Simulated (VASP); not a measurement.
# W in VASP: single point with LDA

Aim: the single point of W with LDA.

Everything below comes from runs of VASP 6.6.1. Logs are shortened: lines on timing, memory, paths and dates and some standing lists are left out, and cuts for length are marked.

**1. The cell of the first run**

The cell holds a slab with vacuum, 5 atoms: a = 4.433 Å, b = 4.433 Å, c = 19.620 Å, α = 90.00°, β = 90.00°, γ = 120.00°.

**2. Single point, LDA**

Input file POSCAR:

```
W
1.0
    4.4333818594      0.0000000000      0.0000000000
   -2.2166909297      3.8394213149      0.0000000000
    0.0000000000      0.0000000000     19.6198000000
W
5
Direct
    0.8333333330      0.1666666670      0.4077503051
    0.1666666670      0.8333333330      0.4538751524
    0.5000000000      0.5000000000      0.5000000000
    0.8333333330      0.1666666670      0.5461248476
    0.1666666670      0.8333333330      0.5922496949
```

Input file INCAR.step1:

```
SYSTEM = W
  PREC = Accurate
  ENCUT = 520
  EDIFF = 1E-6
  ISMEAR = -1
  SIGMA = 0.1
  LREAL = .FALSE.
  LASPH = .TRUE.
  NELM = 80
  ALGO = Normal
  ISIF = 2
  LWAVE = .FALSE.
  LCHARG = .TRUE.
  LMAXMIX = 4
  LDIPOL = .TRUE.
  IDIPOL = 3
  DIPOL = 0.5 0.5 0.500
  NBANDS = 43
```

Input file KPOINTS.step1:

```
Automatic mesh
0
G
  11 11 1
  0 0 0
```

Input file INCAR.step2:

```
SYSTEM = W
  PREC = Accurate
  ENCUT = 520
  EDIFF = 1E-6
  ISMEAR = -5
  SIGMA = 0.1
  LREAL = .FALSE.
  LASPH = .TRUE.
  NELM = 80
  ALGO = Normal
  ISIF = 2
  LWAVE = .FALSE.
  LCHARG = .FALSE.
  LMAXMIX = 4
  LDIPOL = .TRUE.
  IDIPOL = 3
  DIPOL = 0.5 0.5 0.500
  LORBIT = 11
  NBANDS = 43
  NEDOS = 1001
  ICHARG = 11
```

Input file KPOINTS.step2:

```
Automatic mesh
0
G
  17 17 1
  0 0 0
```

Potentials or basis: VASP PAW LDA potentials, release 64 (W_sv).

Run with:

```bash
> cat potpaw_LDA.64/W_sv/POTCAR > POTCAR
> cp INCAR.step1 INCAR
> cp KPOINTS.step1 KPOINTS
> mpirun -np 1 vasp_std > vasp.out
> cp INCAR.step2 INCAR
> cp KPOINTS.step2 KPOINTS
> mpirun -np 1 vasp_std > vasp.out
```

OUTCAR:

```text
SYSTEM = W
   PREC = Accurate
   ENCUT = 520
   EDIFF = 1E-6
   ISMEAR = -5
   LREAL = .FALSE.
   LASPH = .TRUE.
   NELM = 80
   ISIF = 2
   LORBIT = 11
   ICHARG = 11

 ion  position               nearest neighbor table
   1  0.833  0.167  0.408-   2 2.71   2 2.71   4 2.71   2 2.71   3 3.13   3 3.13   3 3.13
   2  0.167  0.833  0.454-   1 2.71   1 2.71   3 2.71   5 2.71   3 2.71   3 2.71   1 2.71   4 3.13
                             4 3.13   4 3.13
   3  0.500  0.500  0.500-   2 2.71   4 2.71   4 2.71   2 2.71   2 2.71   4 2.71   1 3.13   5 3.13
                             5 3.13   1 3.13   1 3.13   5 3.13
   4  0.833  0.167  0.546-   5 2.71   5 2.71   3 2.71   1 2.71   3 2.71   3 2.71   5 2.71   2 3.13
                             2 3.13   2 3.13
   5  0.167  0.833  0.592-   4 2.71   4 2.71   2 2.71   4 2.71   3 3.13   3 3.13   3 3.13

  LATTYP: Found a hexagonal cell.
 ALAT       =     4.4333818594
 C/A-ratio  =     4.4254703570

  Lattice vectors:

 A1 = (   4.4333818594,   0.0000000000,   0.0000000000)
 A2 = (  -2.2166909297,   3.8394213149,   0.0000000000)
 A3 = (   0.0000000000,   0.0000000000,  19.6198000000)

Analysis of symmetry for initial positions (statically):
=====================================================================
 Subroutine PRICEL returns:
 Original cell was already a primitive cell.

 Routine SETGRP: Setting up the symmetry group for a
 hexagonal supercell.

 Subroutine GETGRP returns: Found 12 space group operations
 (whereof  4 operations were pure point group operations)
 out of a pool of 24 trial point group operations.

The static configuration has the point symmetry C_2h.
 The point group associated with its full space group is D_3d.

Analysis of symmetry for dynamics (positions and initial velocities):
=====================================================================
 Subroutine PRICEL returns:
 Original cell was already a primitive cell.

 Routine SETGRP: Setting up the symmetry group for a
 hexagonal supercell.

 Subroutine GETGRP returns: Found 12 space group operations
 (whereof  4 operations were pure point group operations)
 out of a pool of 24 trial point group operations.

The dynamic configuration has the point symmetry C_2h.
 The point group associated with its full space group is D_3d.

 Subroutine INISYM returns: Found 12 space group operations
 (whereof  4 operations are pure point group operations),
 and found     1 'primitive' translations

----------------------------------------------------------------------------------------

                                     Primitive cell

  volume of cell :     333.9608

  direct lattice vectors                    reciprocal lattice vectors
     4.433381859  0.000000000  0.000000000     0.225561441  0.130227959  0.000000000
    -2.216690930  3.839421315  0.000000000     0.000000000  0.260455917  0.000000000
     0.000000000  0.000000000 19.619800000     0.000000000  0.000000000  0.050968919

  length of vectors
     4.433381859  4.433381859 19.619800000     0.260455917  0.260455917  0.050968919

  position of ions in fractional coordinates (direct lattice)
     0.833333333  0.166666667  0.407750305
     0.166666667  0.833333333  0.453875152
     0.500000000  0.500000000  0.500000000
     0.833333333  0.166666667  0.546124848
     0.166666667  0.833333333  0.592249695

  ion indices of the primitive-cell ions
   primitive index   ion index
                 1           1
                 2           2
                 3           3
                 4           4
                 5           5

----------------------------------------------------------------------------------------

 KPOINTS: Automatic mesh

Automatic generation of k-mesh.
 Grid dimensions read from file:
 generate k-points for:   17   17    1

 Generating k-lattice:

  Cartesian coordinates                     Fractional coordinates (reciprocal lattice)
     0.013268320  0.007660468  0.000000000     0.058823529  0.000000000  0.000000000
     0.000000000  0.015320936  0.000000000     0.000000000  0.058823529  0.000000000
     0.000000000  0.000000000  0.050968919     0.000000000  0.000000000  1.000000000

  Length of vectors
     0.015320936  0.015320936  0.050968919

  Shift w.r.t. Gamma in fractional coordinates (k-lattice)
     0.000000000  0.000000000  0.000000000

 TETIRR: Found    153 inequivalent tetrahedra from     1734

 Subroutine IBZKPT returns following result:
 ===========================================

 Found     33 irreducible k-points:

 Following reciprocal coordinates:
            Coordinates               Weight
  0.000000  0.000000  0.000000      1.000000
  0.058824 -0.000000  0.000000      6.000000
  0.117647 -0.000000  0.000000      6.000000
  0.176471 -0.000000  0.000000      6.000000
  0.235294 -0.000000  0.000000      6.000000
  0.294118 -0.000000  0.000000      6.000000
[... 16 lines left out ...]
  0.411765  0.117647  0.000000     12.000000
  0.176471  0.176471  0.000000      6.000000
 [... further k-points ...]
   k-points           NKPTS =     33   k-points in BZ     NKDIM =     33   number of bands    NBANDS=     43
   number of dos      NEDOS =   1001   number of ions     NIONS =      5
   total plane-waves  NPLWV = 194400
   dimension x,y,z NGX =    36 NGY =   36 NGZ =  150
   dimension x,y,z NGXF=    72 NGYF=   72 NGZF=  300
   ions per type =               5
   NGX,Y,Z   is equivalent  to a cutoff of  13.50, 13.50, 12.71 a.u.
   NGXF,Y,Z  is equivalent  to a cutoff of  27.00, 27.00, 25.42 a.u.
 SYSTEM =  W
   PREC   = accura    normal or accurate (medium, high low for compatibility)
   ISTART =      0    job   : 0-new  1-cont  2-samecut
   ICHARG =     11    charge: 1-file 2-atom 10-const
   ISPIN  =      1    spin polarized calculation?
   LNONCOLLINEAR =      F non collinear calculations
   LSORBIT =      F    spin-orbit coupling
   LASPH  =      T    aspherical Exc in radial PAW
   ENCUT  =  520.0 eV  38.22 Ry    6.18 a.u.   8.24  8.24 36.48*2*pi/ulx,y,z
   NELM   =     80;   NELMIN=  2; NELMDL=  0     # of ELM steps
   EDIFF  = 0.1E-05   stopping-criterion for ELM
   LREAL  =      F    real-space projection
   EDIFFG = 0.1E-04   stopping-criterion for IOM
   NSW    =      0    number of steps for IOM
   IBRION =     -1    ionic relax: 0-MD 1-quasi-New 2-CG
   NFREE  =      0    steps in history (QN), initial steepest desc. (CG)
   ISIF   =      2    stress and relaxation
   ISYM   =      2    0-nonsym 1-usesym 2-fastsym
   POTIM  = 0.5000    time-step for ionic-motion
   TEBEG  =    0.0;   TEEND  =   0.0 temperature during run
   PSTRESS=    0.0 pullay stress
   NELECT =      70.0000    total number of electrons
   NUPDOWN=      -1.0000    fix difference up-down
   EMIN   =  10.00;   EMAX   =-10.00  energy-range for DOS
   EFERMI =   0.00;   METHOD = LEGACY
   ISMEAR =    -5;   SIGMA  =   0.10  broadening in eV -4-tet -1-fermi 0-gaus
   EFERMI_NEDOS =   21; number of points for ismear=-14 and -15
   IALGO  =     38    algorithm
   IMIX   =      4    mixing-type and parameters
     AMIX     =   0.40;   BMIX     =  1.00
     AMIX_MAG =   1.60;   BMIX_MAG =  1.00
  volume/ion in A,a.u.               =      66.79       450.74
  Fermi-wavevector in a.u.,A,eV,Ry     =   0.972469  1.837700 12.866970  0.945696
  Thomas-Fermi vector in A             =   2.102770
   LORBIT       =     11    0 simple, 1 ext, 2 COOP (PROOUT), +10 PAW based schemes
   GGA     = CA    functional components
   LHFCALC =     F    Hartree Fock is set to
   AEXX    =    0.0000 exact exchange contribution
   IVDW    =     0    specifies the selected vdW correction
   LEPSILON=     F    determine dielectric tensor
   LRPA    =     F    only Hartree local field effects (RPA)
 non-spin polarized calculation
 Fermi weights with tetrahedron method with Bloechl corrections
  energy-cutoff  :      520.00
  volume of cell :      333.96
 maximum number of plane-waves:      9027
 NGX is ok and might be reduce to    36

 number of electron      70.0000010 magnetization

 dipolmoment           0.000000      0.000000      0.000000 electrons x Angstroem

 Free energy of the ion-electron system (eV)
  ---------------------------------------------------
  ext. energy  EPLUGINS =         0.00000000
  ---------------------------------------------------
  free energy    TOTEN  =       -61.14552250 eV

  energy without entropy =      -61.14552250  energy(sigma->0) =      -61.14552250

 E-fermi :  -0.5060     XC(G=0):  -4.5955

 val. band max:       -0.5094245003   @ k =   0.4118   0.1765   0.0000
 cond. band min:      -0.4632587490   @ k =   0.3529   0.2353   0.0000
 fundamental gap:      0.0461657513
 Fermi energy:        -0.5060440754

 k-point     1 :       0.0000    0.0000    0.0000
  band No.  band energies     occupation
      1     -74.3892      2.00000
      2     -74.1927      2.00000
      3     -74.1846      2.00000
      4     -73.8947      2.00000
      5     -73.8892      2.00000
      6     -39.0615      2.00000
[... 35 lines left out ...]
     42       1.6363      0.00000
     43       1.8834      0.00000

 k-point     2 :       0.0588   -0.0000    0.0000
  band No.  band energies     occupation
      1     -74.3888      2.00000
      2     -74.1925      2.00000
      3     -74.1845      2.00000
      4     -73.8950      2.00000
      5     -73.8897      2.00000
      6     -39.0706      2.00000
[... 35 lines left out ...]
     42       1.6383      0.00000
     43       1.8192      0.00000

 k-point     3 :       0.1176   -0.0000    0.0000
  band No.  band energies     occupation
      1     -74.3876      2.00000
      2     -74.1920      2.00000
      3     -74.1840      2.00000
      4     -73.8958      2.00000
      5     -73.8911      2.00000
      6     -39.0944      2.00000
[... 35 lines left out ...]
     42       1.6439      0.00000
     43       1.6522      0.00000

 k-point     4 :       0.1765   -0.0000    0.0000
  band No.  band energies     occupation
      1     -74.3860      2.00000
      2     -74.1911      2.00000
      3     -74.1833      2.00000
      4     -73.8971      2.00000
      5     -73.8932      2.00000
      6     -39.1258      2.00000
[... 863 lines left out ...]
     42       1.5853      0.00000
     43       1.8634      0.00000

 k-point    23 :       0.4118    0.1176    0.0000
  band No.  band energies     occupation
      1     -74.3775      2.00000
      2     -74.1845      2.00000
      3     -74.1809      2.00000
      4     -73.9053      2.00000
      5     -73.9032      2.00000
      6     -39.2339      2.00000
[... 35 lines left out ...]
     42       1.5707      0.00000
     43       1.9291      0.00000

 k-point    24 :       0.1765    0.1765    0.0000
  band No.  band energies     occupation
      1     -74.3814      2.00000
      2     -74.1881      2.00000
      3     -74.1816      2.00000
      4     -73.9007      2.00000
      5     -73.8992      2.00000
      6     -39.1913      2.00000
[... 35 lines left out ...]
     42       1.4261      0.00000
     43       1.8329      0.00000

 [... further k-points ...]

------------------------ aborting loop because EDIFF is reached ----------------------------------------

 vacuum level on the upper side and lower side of the slab       (xc-potential included)        -0.116        -0.116

  FORCE on cell =-STRESS in cart. coord.  units (eV):
  Direction    XX          YY          ZZ          XY          YZ          ZX
  --------------------------------------------------------------------------------------
  -------------------------------------------------------------------------------------
  Total      -13.6944591    -13.6944591    -13.6375313      0.0000000      0.0000000     -0.0000000
  in kB      -65.6991846    -65.6991846    -65.4260730      0.0000000      0.0000000     -0.0000000
  external PRESSURE =     -65.6081474 kB  Pullay stress =       0.0000000 kB

 VOLUME and BASIS-vectors are now :
 -----------------------------------------------------------------------------
  energy-cutoff  :      520.00
  volume of cell :      333.96
      direct lattice vectors                 reciprocal lattice vectors
     4.433381859  0.000000000  0.000000000     0.225561441  0.130227959  0.000000000
    -2.216690930  3.839421315  0.000000000     0.000000000  0.260455917  0.000000000
     0.000000000  0.000000000 19.619800000     0.000000000  0.000000000  0.050968919

 POSITION                                       TOTAL-FORCE (eV/Angst)
 -----------------------------------------------------------------------------------
      3.32504      0.63990      7.99998        -0.000000      0.000000      3.336360
     -1.10835      3.19952      8.90494         0.000000      0.000000      0.858002
      1.10835      1.91971      9.80990        -0.000000     -0.000000      0.000000
      3.32504      0.63990     10.71486        -0.000000     -0.000000     -0.858002
     -1.10835      3.19952     11.61982         0.000000     -0.000000     -3.336360
 -----------------------------------------------------------------------------------
    total drift:                                0.000012     -0.000007      0.000003

  FREE ENERGIE OF THE ION-ELECTRON SYSTEM (eV)
  ---------------------------------------------------
  free  energy   TOTEN  =       -61.1455225004 eV

  energy  without entropy=      -61.1455225004  energy(sigma->0) =      -61.14552250

 vacuum level on the upper side and lower side of the slab         3.628         3.628

 total charge

# of ion       s       p       d       tot
------------------------------------------
    1        2.411   6.119   3.377  11.906
    2        2.431   6.278   3.392  12.101
    3        2.403   6.256   3.300  11.959
    4        2.431   6.278   3.392  12.101
    5        2.411   6.119   3.377  11.906
--------------------------------------------------
tot         12.087  31.050  16.838  59.975
```

Run time: 21 min. Hardware: 1 thread of Oxide Virtual Turin-like, shared host; peak memory 0.47 GiB.

Results:

```
Valence electrons inside the program's atomic spheres : W 11.91, 12.10, 11.96 (each value once)
```

Caveat: spin-orbit coupling is left out, which moves the levels of the heavy elements.
